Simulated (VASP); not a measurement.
Runs of VASP 6.6.1 on InSb. The structure is that of space group Pmmn (No. 59), or close to it. The cells are those of the table. 

```csv
task,cell,gap on the mesh (eV),pressure (GPa),largest force (eV/Å)
single point,"a = 5.357, b = 5.712, c = 3.094 Å, 4 atoms",none,11.0,0.63
single point,"a = 5.321, b = 5.674, c = 3.042 Å, 4 atoms",none,14.2,0.67
single point,"a = 5.427, b = 5.787, c = 3.103 Å, 4 atoms",none,7.8,0.51
single point,"a = 5.357, b = 5.712, c = 3.063 Å, 4 atoms",none,(a),0.61
electric field gradients,"a = 5.357, b = 5.712, c = 3.094 Å, 4 atoms",none,11.0,0.63
```

Alike in all rows: level LDA; potentials or basis VASP PAW LDA potentials, release 64 (In_d, Sb); no spin polarisation; k mesh 6 × 6 × 11; cutoff (eV) 520; smearing fermi-dirac 0.08 eV.

Problem. Estimate the missing entries.

Solution. (a) 11.8.

Caveats: the cell stands under pressure; spin-orbit coupling is left out, which moves the levels of the heavy elements.

A k mesh can miss the band edges, and the runs leave out spin-orbit coupling on In, Sb.

A gap of «none» marks levels without a gap at the run's occupations.
